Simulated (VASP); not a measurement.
A run of VASP 6.6.1:

INCAR

```
ALGO     = Normal         # electronic algorithm
EDIFF    = 1E-6           # SCF threshold, eV
EDIFFG   = -0.025         # ionic threshold
ENCUT    = 600            # plane-wave cutoff, eV
GGA      = PE             # functional
IBRION   = 2              # ionic algorithm
ISIF     = 3              # what is computed and relaxed
ISMEAR   = 0              # smearing method
LASPH    = T              # aspherical terms in the spheres
LCHARG   = F              # write CHGCAR
LREAL    = F              # projectors in reciprocal space
LWAVE    = F              # write WAVECAR
NELM     = 100            # most SCF steps
NSW      = 80             # ionic steps
PREC     = Accurate       # precision mode
SIGMA    = 0.1            # smearing width, eV
```

Contents of KPOINTS:

```
k-points
0
Gamma
  4 2 2
```

File POSCAR:

```
PbS
1.0
   -2.1889473411     -2.1683447850      3.0048471195
   -6.3963079920      1.9537039334     -3.0360303352
    1.9743064895     -6.2015353733     -2.9420250387
Pb S
4 4
Direct
    0.4836151104      0.7617420896      0.7318523911
   -0.0283442365      0.2313729618      0.7470623192
    0.0082140593      0.7829317352      0.2570949863
    0.4792229002      0.2553836443      0.2551518540
    0.0070821470     -0.0079445320     -0.0033062833
    0.5309406252      0.4671689486      1.0170960252
    0.4976861277      1.0247095994      0.5085197142
    0.0215832667      0.4846355531      0.4865289934
```

Potentials or basis: VASP PAW PBE potentials, release 64 (Pb_d, S).

Command:

```sh
$ cat potpaw_PBE.64/Pb_d/POTCAR potpaw_PBE.64/S/POTCAR > POTCAR
$ mpirun -np 1 vasp_std > vasp.out
```

Hardware: 1 thread of Intel(R) Xeon(R) 6975P-C (Granite Rapids), with other jobs on the host.

Question: Estimate the wall time of this run.

Answer: It took 26 min on 1 thread of Intel(R) Xeon(R) 6975P-C (Granite Rapids) (shared host), peak memory 0.42 GiB. Counts: scf iterations 262, k points 12, ion steps 34.
